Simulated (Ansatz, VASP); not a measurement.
# One calculation of BP, two programs

INCAR

```
ALGO = Normal
EDIFF = 1E-6
ENCUT = 520
GGA = PS
ISIF = 2
ISMEAR = 0
LASPH = T
LCHARG = F
LREAL = F
LWAVE = F
NBANDS = 11
NELM = 80
PREC = Accurate
SIGMA = 0.01
```

File KPOINTS:

```
k-points
0
Gamma
  8 8 8
```

The input POSCAR:

```
BP
1.0
    2.2600718588      2.2600718588      0.0000000000
   -2.2600718588      2.2600718588      0.0000000000
    0.0000000000      2.2600718588      2.2600718588
B P
1 1
Direct
    0.0000000000      0.0000000000      0.0000000000
    0.7500000000      0.2500000000      0.5000000000
```

Input for Ansatz:

```yaml
crystal:
  lattice:
    - [2.26007185881, 2.26007185881, 0.0]
    - [-2.26007185881, 2.26007185881, 0.0]
    - [0.0, 2.26007185881, 2.26007185881]
  atoms:
    - { symbol: B, position: [0.0, 0.0, 0.0] }
    - { symbol: P, position: [0.75, 0.25, 0.5] }
kpoints:
  mp_grid: { grid: [8, 8, 8] }
scf:
  occupations: { method: fixed }
hamiltonian:
  xc: pbesol
  pseudopotentials: { kind: all_electron, lapw: { basis_error: 0.001 } }
output:
  forces: true
  stress: true
  eigenvalues: true
  eigenstates:
    nscf_kmesh: { grid: [12, 12, 12] }
    de_dk: true
    e_range: [-9, 11.11309115913]
checkpoint:
  write: ck
  write_wavefunctions: false
```

Alike in both runs: task single point; functional PBEsol; k mesh 8 × 8 × 8; no spin polarisation.

|  | VASP | Ansatz |
| --- | --- | --- |
| version | VASP 6.6.1 | Ansatz 0.2.0 |
| potentials or method | VASP PAW PBE potentials, release 64 (B, P), cutoff 520 eV | all-electron LAPW, scalar-relativistic |
| occupations | gaussian, width 0.01 eV | fixed |

Ansatz gave:

```
gap on the k mesh at the Fermi level (eV) : 1.16
pressure (GPa)                            : 0.0
```

Q: What did VASP give for the same quantities?

A: gap on the k mesh at the Fermi level (eV): 1.15; pressure (GPa): 0.1.

VASP's potentials were made for PBE, not for PBEsol. Ansatz ran all-electron here, and VASP with PAW potentials.
